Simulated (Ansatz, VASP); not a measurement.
**Si2Mo in VASP and in Ansatz**

```
Si Mo
1.0
    -1.60105    1.60105    3.90977
     1.60105   -1.60105    3.90977
     1.60105    1.60105   -3.90977
Si Mo
2 1
Direct
  0.66471 0.66471 0.00000
  0.33529 0.33529 0.00000
  0.00000 0.00000 0.00000
```

Alike in both runs: functional r2SCAN; k mesh 18 × 18 × 18; occupations gaussian, width 0.1 eV; no spin polarisation.

Ansatz relaxed the structure, and its values are those at the end. VASP's run is a single point on that final structure, the one shown.

|  | VASP | Ansatz |
| --- | --- | --- |
| version | VASP 6.6.1 | Ansatz 0.2.0 |
| potentials or method | VASP PAW PBE potentials, release 64 (Si, Mo_sv), cutoff 520 eV | scalar-relativistic, plane waves, PAW |
| valence electrons in the cell | 22 | 22 |

VASP gave:

| Quantity | Value |
| --- | --- |
| gap on the k mesh at the Fermi level (eV) | none |
| pressure (GPa) | 0.3 |
| rms of the force components (eV/Å) | 0.003 |

Task: What did Ansatz give for the same quantities?

Result: gap on the k mesh at the Fermi level (eV): none; pressure (GPa): 0.0; rms of the force components (eV/Å): 0.000.

VASP's potentials were made for PBE, not for r2SCAN. A gap of «none» marks a metal or a gap that the smearing closes.
